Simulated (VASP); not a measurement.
# Li2S (Fm-3m) in VASP: a series of runs, part 2 of 2

VASP 6.6.1. The steps go on from the part before.

## (3) Single point, PBEsol

The input, INCAR:

```
PREC     = Accurate       # precision mode
ENCUT    = 750            # plane-wave cutoff, eV
EDIFF    = 1E-6           # SCF threshold, eV
ISMEAR   = 0              # smearing method
SIGMA    = 0.01           # smearing width, eV
LREAL    = F              # projectors in reciprocal space
LASPH    = T              # aspherical terms in the spheres
NELM     = 120            # most SCF steps
ALGO     = Normal         # electronic algorithm
ISIF     = 2              # what is computed and relaxed
LWAVE    = F              # write WAVECAR
LCHARG   = F              # write CHGCAR
GGA      = PS             # functional
NBANDS   = 13             # bands
GGA_COMPAT= F
```

The input, KPOINTS:

```
Automatic mesh
0
Gamma
  4 4 4
```

The input, POSCAR:

```
Li2S
1.0
    0.0000000000      2.8452944180      2.8452944180
    2.8452944180      0.0000000000      2.8452944180
    2.8452944180      2.8452944180      0.0000000000
Li S
2 1
Direct
    0.2500000000      0.2500000000      0.2500000000
    0.7500000000      0.7500000000      0.7500000000
    0.0000000000      0.0000000000      0.0000000000
```

Potentials or basis: VASP PAW PBE potentials, release 64 (Li_sv, S).

Launch:

```
cat potpaw_PBE.64/Li_sv/POTCAR potpaw_PBE.64/S/POTCAR > POTCAR
mpirun -np 1 vasp_std > vasp.out
```

OUTCAR:

```text
PREC = Accurate
   ENCUT = 750
   EDIFF = 1E-6
   ISMEAR = 0
   LREAL = F
   LASPH = T
   NELM = 120
   ISIF = 2
   GGA = PS

 ion  position               nearest neighbor table
   1  0.250  0.250  0.250-   3 2.46   3 2.46   3 2.46   3 2.46
   2  0.750  0.750  0.750-   3 2.46   3 2.46   3 2.46   3 2.46
   3  0.000  0.000  0.000-   2 2.46   2 2.46   2 2.46   1 2.46   2 2.46   1 2.46   1 2.46   1 2.46

  LATTYP: Found a face centered cubic cell.
 ALAT       =     5.6905888360

  Lattice vectors:

 A1 = (   0.0000000000,   2.8452944180,   2.8452944180)
 A2 = (   2.8452944180,   0.0000000000,   2.8452944180)
 A3 = (   2.8452944180,   2.8452944180,   0.0000000000)

Analysis of symmetry for initial positions (statically):
=====================================================================
 Subroutine PRICEL returns:
 Original cell was already a primitive cell.

 Routine SETGRP: Setting up the symmetry group for a
 face centered cubic supercell.

 Subroutine GETGRP returns: Found 48 space group operations
 (whereof 48 operations were pure point group operations)
 out of a pool of 48 trial point group operations.

The static configuration has the point symmetry O_h .

Analysis of symmetry for dynamics (positions and initial velocities):
=====================================================================
 Subroutine PRICEL returns:
 Original cell was already a primitive cell.

 Routine SETGRP: Setting up the symmetry group for a
 face centered cubic supercell.

 Subroutine GETGRP returns: Found 48 space group operations
 (whereof 48 operations were pure point group operations)
 out of a pool of 48 trial point group operations.

The dynamic configuration has the point symmetry O_h .

 Subroutine INISYM returns: Found 48 space group operations
[... 107 lines left out ...]
   GGA     = PS    functional components
   LHFCALC =     F    Hartree Fock is set to
   AEXX    =    0.0000 exact exchange contribution
   IVDW    =     0    specifies the selected vdW correction
   LEPSILON=     F    determine dielectric tensor
   LRPA    =     F    only Hartree local field effects (RPA)
 non-spin polarized calculation
 Gauss-broadening in eV      SIGMA  =   0.01
  energy-cutoff  :      750.00
  volume of cell :       46.07
 maximum number of plane-waves:      2180
   NGX = 17   NGY = 17   NGZ = 17

 number of electron      11.9999998 magnetization

 Free energy of the ion-electron system (eV)
  ---------------------------------------------------
  ext. energy  EPLUGINS =         0.00000000
  ---------------------------------------------------
  free energy    TOTEN  =       -12.36625764 eV

  energy without entropy =      -12.36625764  energy(sigma->0) =      -12.36625764

 E-fermi :   1.5990     XC(G=0):  -8.6526

 val. band max:        1.4434312120   @ k =   0.0000   0.0000   0.0000
 cond. band min:       4.6559533617   @ k =   0.5000   0.5000   0.0000
 fundamental gap:      3.2125221497
 Fermi energy:         1.5990459030

 k-point     1 :       0.0000    0.0000    0.0000
  band No.  band energies     occupation
      1     -42.0502      2.00000
      2     -42.0038      2.00000
      3      -9.5868      2.00000
      4       1.4434      2.00000
      5       1.4434      2.00000
      6       1.4434      2.00000
      7       5.5596      0.00000
      8       7.5898      0.00000
      9       7.5898      0.00000
     10       7.5898      0.00000
     11      12.5824      0.00000
     12      12.5824      0.00000
     13      13.7271      0.00000
[... 98 lines left out ...]
  band No.  band energies     occupation
      1     -42.0258      2.00000
      2     -42.0258      2.00000
      3      -9.0025      2.00000
      4      -0.4192      2.00000
      5      -0.4192      2.00000
      6      -0.3678      2.00000
      7       6.7789      0.00000
      8       8.6184      0.00000
      9      10.2884      0.00000
     10      10.2884      0.00000
     11      13.2669      0.00000
     12      13.2669      0.00000
     13      14.1004      0.00000

------------------------ aborting loop because EDIFF is reached ----------------------------------------

  FORCE on cell =-STRESS in cart. coord.  units (eV):
  Direction    XX          YY          ZZ          XY          YZ          ZX
  --------------------------------------------------------------------------------------
  -------------------------------------------------------------------------------------
  Total       -0.2213714     -0.2213714     -0.2213714      0.0000000      0.0000000      0.0000000
  in kB       -7.6987531     -7.6987531     -7.6987531      0.0000000      0.0000000      0.0000000
  external PRESSURE =      -7.6987531 kB  Pullay stress =       0.0000000 kB

 VOLUME and BASIS-vectors are now :
 -----------------------------------------------------------------------------
  energy-cutoff  :      750.00
  volume of cell :       46.07
      direct lattice vectors                 reciprocal lattice vectors
     0.000000000  2.845294418  2.845294418    -0.175728739  0.175728739  0.175728739
     2.845294418  0.000000000  2.845294418     0.175728739 -0.175728739  0.175728739
     2.845294418  2.845294418  0.000000000     0.175728739  0.175728739 -0.175728739

 POSITION                                       TOTAL-FORCE (eV/Angst)
 -----------------------------------------------------------------------------------
      1.42265      1.42265      1.42265        -0.000000     -0.000000     -0.000000
      4.26794      4.26794      4.26794         0.000000      0.000000      0.000000
      0.00000      0.00000      0.00000         0.000000     -0.000000      0.000000
 -----------------------------------------------------------------------------------
    total drift:                                0.000000      0.000000      0.000000

  FREE ENERGIE OF THE ION-ELECTRON SYSTEM (eV)
  ---------------------------------------------------
  free  energy   TOTEN  =       -12.3662576372 eV

  energy  without entropy=      -12.3662576372  energy(sigma->0) =      -12.36625764
```

OSZICAR:

```text
N       E                     dE             d eps       ncg     rms          rms(c)
DAV:   1     0.496790314723E+02    0.49679E+02   -0.67991E+03   208   0.116E+03
DAV:   2    -0.477268262152E+01   -0.54452E+02   -0.52088E+02   248   0.220E+02
DAV:   3    -0.124865954707E+02   -0.77139E+01   -0.76663E+01   416   0.511E+01
DAV:   4    -0.126612567801E+02   -0.17466E+00   -0.17462E+00   261   0.108E+01
DAV:   5    -0.126659802840E+02   -0.47235E-02   -0.47232E-02   350   0.132E+00    0.358E+00
DAV:   6    -0.123868159472E+02    0.27916E+00   -0.44584E-01   241   0.266E+00    0.256E+00
DAV:   7    -0.123623806759E+02    0.24435E-01   -0.11952E-01   298   0.156E+00    0.153E+00
DAV:   8    -0.123667210576E+02   -0.43404E-02   -0.21315E-02   291   0.850E-01    0.698E-01
DAV:   9    -0.123661993331E+02    0.52172E-03   -0.61579E-04   277   0.147E-01    0.421E-01
DAV:  10    -0.123662610832E+02   -0.61750E-04   -0.75726E-04   228   0.140E-01    0.168E-01
DAV:  11    -0.123662571454E+02    0.39378E-05   -0.37287E-05   300   0.461E-02    0.719E-02
DAV:  12    -0.123662576372E+02   -0.49175E-06   -0.22224E-06   268   0.110E-02
   1 F= -.12366258E+02 E0= -.12366258E+02  d E =-.179320-108
```

stdout:

```text
POSCAR found type information on POSCAR LiS
 POSCAR found :  2 types and       3 ions
 scaLAPACK will be used
 -----------------------------------------------------------------------------
|                                                                             |
|                                                                             |
|     You enforced a specific xc type in the INCAR file but a different       |
|     I HOPE YOU KNOW WHAT YOU ARE DOING!                                     |
|                                                                             |
 -----------------------------------------------------------------------------

 LDA part: xc-table for (Slater+PW92), standard interpolation
 POSCAR, INCAR and KPOINTS ok, starting setup
 FFT: planning ... GRIDC
 FFT: planning ... GRID_SOFT
 FFT: planning ... GRID
 WAVECAR not read
 entering main loop
```

It took 8.3 s on 1 thread of AMD EPYC 7R13 (Zen 3), shared host; peak memory 0.16 GiB.

Results:

```
Free energy            : -12.3663 eV
Pressure               : -0.8 GPa
Band gap on the k mesh : 3.21 eV (least direct gap 4.12 eV)
```

Levels at points of the mesh, in eV from the valence-band top:
| k point | band 3 | band 4 | band 5 | band 6 | band 7 | band 8 | band 9 | band 10 |
| --- | --- | --- | --- | --- | --- | --- | --- | --- |
| (0.00, 0.00, 0.00) | -11.03 | 0.00 | 0.00 | 0.00 | 4.12 | 6.15 | 6.15 | 6.15 |
| (0.50, 0.00, 0.00) | -10.59 | -2.94 | -0.52 | -0.52 | 6.01 | 6.48 | 6.48 | 8.25 |
| (0.50, 0.50, 0.00) | -10.46 | -2.21 | -1.45 | -1.45 | 3.21 | 7.02 | 10.99 | 10.99 |

Caveat: the k points lie up to 0.48 Å⁻¹ apart; the PAW data sets were made with another functional, which shifts forces and pressure a little.

## (4) Single point, PBE

The input, INCAR:

```
SYSTEM = Li2S
PREC = Accurate ; ENCUT = 750
EDIFF = 1E-6 ; ISMEAR = 0
SIGMA = 0.01 ; LREAL = .FALSE.
LASPH = .TRUE. ; NELM = 120
ALGO = Normal ; ISIF = 2
LWAVE = .FALSE. ; LCHARG = .FALSE.
GGA = PE ; NBANDS = 13
GGA_COMPAT = .FALSE.
```

The input, KPOINTS:

```
regular mesh
0
G
  6 6 6
  0 0 0
```

POSCAR is that of step 3.

Launch:

```
cat potpaw_PBE.64/Li_sv/POTCAR potpaw_PBE.64/S/POTCAR > POTCAR
mpirun -np 1 vasp_std > vasp.out
```

Wall time 15 s (1 thread of AMD EPYC 7R13 (Zen 3), shared host); peak memory 0.17 GiB.

The run converged. Its results:

```yaml
Free_energy: -11.9945 eV
Pressure: 0.2 GPa
Band_gap_on_the_k_mesh: 3.39 eV (least direct gap 4.29 eV)
```

Levels at points of the mesh, in eV from the valence-band top:
| k point | band 2 | band 3 | band 4 | band 5 | band 6 | band 7 | band 8 | band 9 | band 10 | band 11 |
| --- | --- | --- | --- | --- | --- | --- | --- | --- | --- | --- |
| (0.00, 0.00, 0.00) | -44.12 | -11.04 | 0.00 | 0.00 | 0.00 | 4.29 | 6.23 | 6.23 | 6.23 | 11.19 |
| (0.50, 0.00, 0.00) | -44.14 | -10.60 | -2.89 | -0.51 | -0.51 | 6.12 | 6.58 | 6.58 | 8.43 | 12.83 |
| (0.50, 0.50, 0.00) | -44.13 | -10.47 | -2.17 | -1.43 | -1.43 | 3.39 | 7.09 | 11.12 | 11.12 | 12.14 |
